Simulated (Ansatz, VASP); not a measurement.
## One calculation of LiSb2, two programs

```
Li Sb
1.0
     0.00000    2.76432    4.72298
     0.00000   -2.76432    4.72298
     4.87136    2.76432    0.00000
Li Sb
2 4
Direct
  0.00000 0.00000 0.00000
  0.25000 0.25000 0.50000
  0.66700 0.33300 0.66600
  0.33300 0.66700 0.33400
  0.58300 0.91700 0.83400
  0.91700 0.58300 0.16600
```

Alike in both runs: task single point; functional PBE; k mesh 8 × 8 × 8; occupations gaussian, width 0.1229 eV; no spin polarisation.

```csv
,VASP,Ansatz
version,VASP 6.6.1,Ansatz 0.2.0
potentials or method,"VASP PAW PBE potentials, release 64 (Li_sv, Sb), cutoff 520 eV",PAW plane waves
valence electrons in the cell,26,66
```

Ansatz gave:

* rms of the force components (eV/Å): 0.195

Problem. What did VASP give for the same quantities?

Solution. rms of the force components (eV/Å): 0.198.

Atom by atom the forces differ by 0.003 eV/Å (rms over components). VASP's potentials hold 26 valence electrons a cell and Ansatz's 66, so a difference there can come from the potentials and not from the codes.

Neither program's run includes spin-orbit coupling. Noted on VASP's run: the cutoff is short for stress, so the pressure is rough.
